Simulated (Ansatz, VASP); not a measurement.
Two plane-wave programs on Li2ZrP2

```
Li Zr P
1.0
    -1.81287    1.81287    5.86521
     1.81287   -1.81287    5.86521
     1.81287    1.81287   -5.86521
Li Zr P
2 1 2
Direct
  0.75000 0.25000 0.50000
  0.25000 0.75000 0.50000
  0.00000 0.00000 0.00000
  0.35700 0.35700 0.00000
  0.64300 0.64300 0.00000
```

Alike in both runs: task relaxation of cell and atoms; functional PBE; k mesh 6 × 6 × 6; occupations gaussian, width 0.1 eV; no spin polarisation.

|  | VASP | Ansatz |
| --- | --- | --- |
| version | VASP 6.6.1 | Ansatz 0.2.0 |
| potentials or method | VASP PAW PBE potentials, release 64 (Li_sv, Zr_sv, P), cutoff 600 eV | scalar-relativistic, plane waves, PAW |
| valence electrons in the cell | 28 | 28 |

|  | VASP | Ansatz | Ansatz less VASP |
| --- | --- | --- | --- |
| gap on the k mesh at the Fermi level, each at its own relaxed structure (eV) | none | none | - |
| relaxed volume (Å³/atom) | 14.78 | 14.80 | +0.016 |
| relaxed length of the cell vector where the two differ most in proportion (Å) | 6.253 | 6.248 | -0.0043 |

A gap of «none» marks a metal or a gap that the smearing closes.

The k mesh is coarse, so the values compare programs but aren't converged. Noted on VASP's run: the cutoff is under 1.25 times that of the potentials, so the pressure is a little rough.
